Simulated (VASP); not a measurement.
## HfN: single point with PBE

Crystal: HfN.

```xyz
2
Lattice="3.4331 0.0000 0.0000 -1.7166 2.9732 0.0000 0.0000 0.0000 3.9696" Properties=species:S:1:pos:R:3 pbc="T T T"
Hf    0.0000    0.0000    1.9848
N     0.0000    0.0000    0.0000
```

```
Program             : VASP 6.6.1
Task                : single point
Functional          : PBE
Potentials or basis : VASP PAW PBE potentials, release 64 (Hf_pv, N)
Cutoff              : 520 eV
k mesh              : 18 × 18 × 14
Occupations         : gaussian, width 0.1 eV
Spin                : no spin polarisation
```

The pressure is 0.1 GPa.

Stress tensor (GPa, compression positive):
```
-0.10  0.00  0.00
 0.00 -0.10  0.00
 0.00  0.00  0.46
```

Levels at points of the mesh, in eV from the Fermi level:
```
           k point  band 6  band 7  band 8  band 9  band 10  band 11
(0.00, 0.00, 0.00)   -0.01    0.41    0.41    1.90     1.90     4.29
(0.50, 0.00, 0.00)   -1.12   -0.04    0.41    1.61     3.73     4.18
(0.00, 0.00, 0.50)   -2.90   -1.02   -1.02    2.03     2.03     5.18
(0.50, 0.00, 0.50)   -3.42   -1.51   -0.86    2.65     5.29     6.23
```

Run time: 72 s on 1 thread of Intel(R) Xeon(R) 6975P-C (Granite Rapids) (shared host), peak memory 0.3 GiB.

Caveat: spin-orbit coupling is left out, which moves the levels of the heavy elements.
